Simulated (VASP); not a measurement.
# C in VASP: a series of runs, part 2 of 3

VASP 6.6.1.

## 3. Single point, r2SCAN

This run uses another cell than the first one, of 21.45 Å³/atom, 1.005 times its volume.

Contents of POSCAR:

```
C
1.0
    2.4160200000     -0.0597500000      0.0124700000
   -1.2597500000      2.1572100000     -0.0294700000
    0.0432700000     -0.0931300000      8.3542200000
C
2
Direct
    0.3274700000      0.6503400000      0.0002200000
    0.6538000000      0.3207100000      0.9977100000
```

Contents of INCAR.step1:

```
ALGO = Normal
EDIFF = 1E-4
ENCUT = 520
GGA = PE
ISMEAR = -1
LASPH = T
LCHARG = F
LREAL = F
LWAVE = T
NBANDS = 11
NELM = 60
PREC = Accurate
SIGMA = 0.15
```

Contents of INCAR.step2:

```
ALGO = Normal
EDIFF = 1E-7
ENCUT = 520
ISIF = 2
ISMEAR = -1
ISTART = 1
LASPH = T
LCHARG = T
LELF = T
LMIXTAU = T
LREAL = F
LVHAR = T
LWAVE = F
METAGGA = R2SCAN
NBANDS = 11
NELM = 60
PREC = Accurate
SIGMA = 0.15
```

Contents of KPOINTS:

```
k-points
0
Gamma
  9 9 3
```

Potentials or basis: VASP PAW PBE potentials, release 64 (C).

Command:

```bash
cat potpaw_PBE.64/C/POTCAR > POTCAR
cp INCAR.step1 INCAR
mpirun -np 1 vasp_std > vasp.out
cp INCAR.step2 INCAR
mpirun -np 1 vasp_std > vasp.out
```

OUTCAR:

```text
EDIFF = 1E-7
   ENCUT = 520
   ISIF = 2
   ISMEAR = -1
   ISTART = 1
   LASPH = T
   LREAL = F
   METAGGA = R2SCAN
   NELM = 60
   PREC = Accurate

 ion  position               nearest neighbor table
   1  0.327  0.650  0.000-   2 1.39   2 1.41   2 1.43
   2  0.654  0.321  0.998-   1 1.39   1 1.41   1 1.43

  LATTYP: Found a triclinic cell.
 ALAT       =     2.3951174845
 B/A-ratio  =     1.7170795498
 C/A-ratio  =     3.4882844694
 COS(alpha) =     0.0021258175
 COS(beta)  =     0.0143585298
 COS(gamma) =     0.8532459394

  Lattice vectors:

 A1 = (   1.1562700000,   2.0974600000,  -0.0170000000)
 A2 = (   3.5722900000,   2.0377100000,  -0.0045300000)
 A3 = (  -0.0432700000,   0.0931300000,  -8.3542200000)

Analysis of symmetry for initial positions (statically):
=====================================================================
 Subroutine PRICEL returns:
 Original cell was already a primitive cell.

 Routine SETGRP: Setting up the symmetry group for a
 triclinic supercell.

 Subroutine GETGRP returns: Found  2 space group operations
 (whereof  1 operations were pure point group operations)
 out of a pool of  2 trial point group operations.

The static configuration has the point symmetry C_1 .
 The point group associated with its full space group is S_2 .

Analysis of symmetry for dynamics (positions and initial velocities):
=====================================================================
 Subroutine PRICEL returns:
 Original cell was already a primitive cell.

 Routine SETGRP: Setting up the symmetry group for a
 triclinic supercell.

 Subroutine GETGRP returns: Found  2 space group operations
 (whereof  1 operations were pure point group operations)
 out of a pool of  2 trial point group operations.

The dynamic configuration has the point symmetry C_1 .
 The point group associated with its full space group is S_2 .

 Subroutine INISYM returns: Found  2 space group operations
 (whereof  1 operations are pure point group operations),
 and found     1 'primitive' translations

----------------------------------------------------------------------------------------

                                     Primitive cell

  volume of cell :      42.9060

  direct lattice vectors                    reciprocal lattice vectors
     2.416020000 -0.059750000  0.012470000     0.419966344  0.245256174  0.000558851
    -1.259750000  2.157210000 -0.029470000     0.011606854  0.470410624  0.005183861
     0.043270000 -0.093130000  8.354220000    -0.000585923  0.001293317  0.119717436

  length of vectors
     2.416790890  2.498278113  8.354851124     0.486335927  0.470582349  0.119725856

  position of ions in fractional coordinates (direct lattice)
     0.327470000  0.650340000  0.000220000
     0.653800000  0.320710000  0.997710000

  ion indices of the primitive-cell ions
   primitive index   ion index
                 1           1
                 2           2

----------------------------------------------------------------------------------------

 KPOINTS: k-points

Automatic generation of k-mesh.
 Grid dimensions read from file:
 generate k-points for:    9    9    3

 Generating k-lattice:

  Cartesian coordinates                     Fractional coordinates (reciprocal lattice)
     0.046662927  0.027250686  0.000062095     0.111111111  0.000000000 -0.000000000
     0.001289650  0.052267847  0.000575985    -0.000000000  0.111111111 -0.000000000
    -0.000195308  0.000431106  0.039905812     0.000000000  0.000000000  0.333333333

  Length of vectors
     0.054037325  0.052286928  0.039908619

  Shift w.r.t. Gamma in fractional coordinates (k-lattice)
     0.000000000  0.000000000  0.000000000

 Subroutine IBZKPT returns following result:
 ===========================================

 Found    122 irreducible k-points:

 Following reciprocal coordinates:
            Coordinates               Weight
  0.000000  0.000000  0.000000      1.000000
  0.111111 -0.000000  0.000000      2.000000
  0.222222 -0.000000  0.000000      2.000000
  0.333333 -0.000000  0.000000      2.000000
  0.444444 -0.000000  0.000000      2.000000
  0.000000  0.111111  0.000000      2.000000
[... 16 lines left out ...]
 -0.111111  0.222222 -0.000000      2.000000
  0.000000  0.333333  0.000000      2.000000
 [... further k-points ...]
   k-points           NKPTS =    122   k-points in BZ     NKDIM =    122   number of bands    NBANDS=     11
   number of dos      NEDOS =    301   number of ions     NIONS =      2
   total plane-waves  NPLWV =  23040
   dimension x,y,z NGX =    18 NGY =   20 NGZ =   64
   dimension x,y,z NGXF=    36 NGYF=   40 NGZF=  128
   ions per type =               2
   NGX,Y,Z   is equivalent  to a cutoff of  12.38, 13.31, 12.73 a.u.
   NGXF,Y,Z  is equivalent  to a cutoff of  24.76, 26.62, 25.47 a.u.
 SYSTEM =  unknown system
   PREC   = accura    normal or accurate (medium, high low for compatibility)
   ISTART =      1    job   : 0-new  1-cont  2-samecut
   ICHARG =      0    charge: 1-file 2-atom 10-const
   ISPIN  =      1    spin polarized calculation?
   LNONCOLLINEAR =      F non collinear calculations
   LSORBIT =      F    spin-orbit coupling
   LASPH  =      T    aspherical Exc in radial PAW
   ENCUT  =  520.0 eV  38.22 Ry    6.18 a.u.   4.49  4.65 15.53*2*pi/ulx,y,z
   NELM   =     60;   NELMIN=  2; NELMDL=  0     # of ELM steps
   EDIFF  = 0.1E-06   stopping-criterion for ELM
   LREAL  =      F    real-space projection
   EDIFFG = 0.1E-05   stopping-criterion for IOM
   NSW    =      0    number of steps for IOM
   IBRION =     -1    ionic relax: 0-MD 1-quasi-New 2-CG
   NFREE  =      0    steps in history (QN), initial steepest desc. (CG)
   ISIF   =      2    stress and relaxation
   ISYM   =      2    0-nonsym 1-usesym 2-fastsym
   POTIM  = 0.5000    time-step for ionic-motion
   TEBEG  =    0.0;   TEEND  =   0.0 temperature during run
   PSTRESS=    0.0 pullay stress
   NELECT =       8.0000    total number of electrons
   NUPDOWN=      -1.0000    fix difference up-down
   EMIN   =  10.00;   EMAX   =-10.00  energy-range for DOS
   EFERMI =   0.00;   METHOD = LEGACY
   ISMEAR =    -1;   SIGMA  =   0.15  broadening in eV -4-tet -1-fermi 0-gaus
   EFERMI_NEDOS =   21; number of points for ismear=-14 and -15
   IALGO  =     38    algorithm
   IMIX   =      4    mixing-type and parameters
     AMIX     =   0.40;   BMIX     =  1.00
     AMIX_MAG =   1.60;   BMIX_MAG =  1.00
  volume/ion in A,a.u.               =      21.45       144.77
  Fermi-wavevector in a.u.,A,eV,Ry     =   0.935260  1.767385 11.901164  0.874711
  Thomas-Fermi vector in A             =   2.062149
   LORBIT       =      0    0 simple, 1 ext, 2 COOP (PROOUT), +10 PAW based schemes
   METAGGA = R2SCAN    functional components
   LHFCALC =     F    Hartree Fock is set to
   AEXX    =    0.0000 exact exchange contribution
   IVDW    =     0    specifies the selected vdW correction
   LEPSILON=     F    determine dielectric tensor
   LRPA    =     F    only Hartree local field effects (RPA)
 non-spin polarized calculation
  energy-cutoff  :      520.00
  volume of cell :       42.91
 maximum number of plane-waves:      1177
 NGX is ok and might be reduce to    18
   NGX =  9   NGY =  9   NGZ = 31

 number of electron       8.0000000 magnetization

 Free energy of the ion-electron system (eV)
  ---------------------------------------------------
  ext. energy  EPLUGINS =         0.00000000
  ---------------------------------------------------
  free energy    TOTEN  =       -19.74642644 eV

  energy without entropy =      -19.74037093  energy(sigma->0) =      -19.74339869

 E-fermi :  -0.5314     XC(G=0):  -5.1871

 val. band max:       -0.8014828210   @ k =   0.3333   0.3333   0.0000
 cond. band min:      -0.2612321552   @ k =   0.3333   0.3333   0.3333
 fundamental gap:      0.5402506658
 Fermi energy:        -0.5314019906

 k-point     1 :       0.0000    0.0000    0.0000
  band No.  band energies     occupation
      1     -21.6199      2.00000
      2      -8.8597      2.00000
      3      -4.2115      2.00000
      4      -3.2838      2.00000
      5       2.7423      0.00000
      6       5.3135      0.00000
      7       6.8639      0.00000
      8       7.9378      0.00000
      9       8.5640      0.00000
     10      12.2523      0.00000
     11      13.5536      0.00000
[... 309 lines left out ...]
 k-point    24 :       0.0000    0.3333    0.0000
  band No.  band energies     occupation
      1     -18.8730      2.00000
      2     -10.9428      2.00000
      3      -6.6594      2.00000
      4      -5.6835      2.00000
      5       4.8596      0.00000
      6       6.3867      0.00000
      7       8.1766      0.00000
      8       8.8949      0.00000
      9      10.4875      0.00000
     10      15.6062      0.00000
     11      16.5649      0.00000

 [... further k-points ...]
[... 5 lines left out ...]
  --------------------------------------------------------------------------------------
  -------------------------------------------------------------------------------------
  Total        2.1974128      0.5288757     -0.0214038      2.2305299      0.0182416     -0.0282388
  in kB       82.0549031     19.7490642     -0.7992537     83.2915480      0.6811696     -1.0544805
  external PRESSURE =      33.6682379 kB  Pullay stress =       0.0000000 kB

 VOLUME and BASIS-vectors are now :
 -----------------------------------------------------------------------------
  energy-cutoff  :      520.00
  volume of cell :       42.91
      direct lattice vectors                 reciprocal lattice vectors
     2.416020000 -0.059750000  0.012470000     0.419966344  0.245256174  0.000558851
    -1.259750000  2.157210000 -0.029470000     0.011606854  0.470410624  0.005183861
     0.043270000 -0.093130000  8.354220000    -0.000585923  0.001293317  0.119717436

 POSITION                                       TOTAL-FORCE (eV/Angst)
 -----------------------------------------------------------------------------------
     -0.02808      1.38333     -0.01324        -0.714212      0.627516     -0.372490
      1.21875      0.55986      8.33379         0.714212     -0.627516      0.372490
 -----------------------------------------------------------------------------------
    total drift:                                0.000008      0.000019      0.000004

  FREE ENERGIE OF THE ION-ELECTRON SYSTEM (eV)
  ---------------------------------------------------
  free  energy   TOTEN  =       -19.7464264430 eV

  energy  without entropy=      -19.7403709309  energy(sigma->0) =      -19.74339869
```

OUTCAR.step1:

```text
EDIFF = 1E-4
   ENCUT = 520
   GGA = PE
   ISMEAR = -1
   LASPH = T
   LREAL = F
[... 562 lines left out ...]
 -----------------------------------------------------------------------------------
     -0.02808      1.38333     -0.01324        -0.620430      0.655575     -0.357183
      1.21875      0.55986      8.33379         0.620430     -0.655575      0.357183
 -----------------------------------------------------------------------------------
    total drift:                                0.000005      0.000000      0.000002

  FREE ENERGIE OF THE ION-ELECTRON SYSTEM (eV)
  ---------------------------------------------------
  free  energy   TOTEN  =       -18.3469092293 eV

  energy  without entropy=      -18.3404990510  energy(sigma->0) =      -18.34370414
```

Run time: 3.8 min. Hardware: 1 thread of Intel Xeon 6975P-C (Granite Rapids), shared host; peak memory 0.18 GiB.

Results:

```yaml
Free_energy: -19.7464 eV
Largest_force: 1.021 eV/Å
Band_gap_on_the_k_mesh: 0.54 eV, direct
```

Forces in eV/Å, atoms in the order of the input:
```
C   -0.714  0.628 -0.372
C    0.714 -0.628  0.372
```

Caveat: the PAW data sets were made with another functional, which shifts forces and pressure a little.

(Part 2 of 3 ends here.)
